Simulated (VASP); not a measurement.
Input of a VASP 6.6.1 run:

File INCAR:

```
SYSTEM = KBr
  ALGO = Normal
  EDIFF = 1E-7
  EDIFFG = -0.005
  ENCUT = 600
  GGA = PS
  IBRION = 2
  ISIF = 3
  ISMEAR = -1
  LASPH = .TRUE.
  LCHARG = .FALSE.
  LREAL = .FALSE.
  LWAVE = .FALSE.
  NELM = 100
  NSW = 80
  PREC = Accurate
  SIGMA = 0.02
```

The input KPOINTS:

```
k-points
0
G
  6 6 6
  0 0 0
```

Contents of POSCAR:

```
KBr
1.0
    0.0000000000      3.3504479108      3.3504479108
    3.3504479108      0.0000000000      3.3504479108
    3.3504479108      3.3504479108      0.0000000000
K Br
1 1
Direct
    0.0000000000      0.0000000000      0.0000000000
    0.5000000000      0.5000000000      0.5000000000
```

Potentials or basis: VASP PAW PBE potentials, release 64 (K_sv, Br).

Command:

```sh
$ cat potpaw_PBE.64/K_sv/POTCAR potpaw_PBE.64/Br/POTCAR > POTCAR
$ mpirun -np 1 vasp_std > vasp.out
```

(1) Predict the relaxed volume.

(2) Estimate the band gap on the k mesh.

(3) Predict the space group after relaxing (to 0.1 Å).

Answers

(1) 35.26 Å³/atom.

(2) 4.33 eV.

(3) Fm-3m (No. 225).

Caveat: the PAW data sets were made with another functional, which shifts forces and pressure a little.
